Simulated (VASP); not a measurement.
Write the native input for VASP 6.6.1 that does the following.

```yaml
Task: single point
Functional: PBE
Potentials_or_basis: VASP PAW PBE potentials, release 64 (Os)
Cutoff: 520 eV
k_mesh: 15 × 15 × 9
Occupations: fermi-dirac, width 0.05 eV
Spin: no spin polarisation
Dipole_correction: no
Further_INCAR_settings: ALGO = Normal; EDIFF = 1e-07; NBANDS = 15
```

The structure of Os lies in POSCAR:

```
Os
1.0
    2.7566968678      0.0000000000      0.0000000000
   -1.3783484340      2.3873695181      0.0000000000
    0.0000000000      0.0000000000      4.3554016190
Os
2
Direct
    0.3333333333      0.6666666667      0.2500000000
    0.6666666667      0.3333333333      0.7500000000
```

One way to write it, as run:

INCAR

```
SYSTEM = Os
  PREC = Accurate
  ENCUT = 520
  EDIFF = 1E-7
  ISMEAR = -1
  SIGMA = 0.05
  LREAL = .FALSE.
  LASPH = .TRUE.
  NELM = 80
  ALGO = Normal
  ISIF = 2
  LWAVE = .FALSE.
  LCHARG = .TRUE.
  GGA = PE
  LELF = .TRUE.
  LVHAR = .TRUE.
  NBANDS = 15
```

KPOINTS

```
regular mesh
0
G
  15 15 9
  0 0 0
```

Potentials or basis: VASP PAW PBE potentials, release 64 (Os).

Launch:

```bash
$ cat potpaw_PBE.64/Os/POTCAR > POTCAR
$ mpirun -np 1 vasp_std > vasp.out
```

It gave:

- Pressure: -1.8 GPa
- Band gap on the k mesh: zero (bands 8 and 9 overlap by 3.67 eV)

Caveat: spin-orbit coupling is left out, which moves the levels of the heavy elements.

It took 58 s on 1 thread of Intel(R) Xeon(R) Platinum 8259CL CPU @ 2.50GHz (Skylake/Cascade Lake), with other jobs on the host, peak memory 0.18 GiB.
